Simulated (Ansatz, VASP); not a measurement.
# One calculation of Mg4TiN, two programs

```xyz
6
Lattice="4.8260 0.0000 0.0000 -2.4130 4.1794 0.0000 0.0000 0.0000 5.3315" Properties=species:S:1:pos:R:3 pbc="T T T"
Mg    0.0000    2.7863    4.0078
Mg    0.0000    2.7863    1.3237
Mg    2.4130    1.3931    4.0078
Mg    2.4130    1.3931    1.3237
Ti    0.0000    0.0000    0.0000
N     0.0000    0.0000    2.6657
```

Change from the starting cell: species swapped into the ZrTiB4 type (P6/mmm, No. 191).

Alike in both runs: functional PBE; k mesh 12 × 12 × 8; occupations gaussian, width 0.1 eV; no spin polarisation.

Ansatz relaxed the structure, and its values are those at the end. VASP's run is a single point on that final structure, the one shown.

```csv
,VASP,Ansatz
version,VASP 6.6.1,Ansatz 0.2.0
potentials or method,"VASP PAW PBE potentials, release 64 (Mg, Ti_sv, N), cutoff 520 eV","scalar-relativistic, plane waves, PAW"
valence electrons in the cell,25,57
```

VASP gave:

- gap on the k mesh at the Fermi level (eV): none
- pressure (GPa): 0.0
- rms of the force components (eV/Å): 0.004

Q: Which values does Ansatz return?

A: gap on the k mesh at the Fermi level (eV): none; pressure (GPa): 0.0; rms of the force components (eV/Å): 0.001.

A gap of «none» marks a metal or a gap that the smearing closes. VASP's potentials hold 25 valence electrons a cell and Ansatz's 57, so a difference there can come from the potentials and not from the codes.
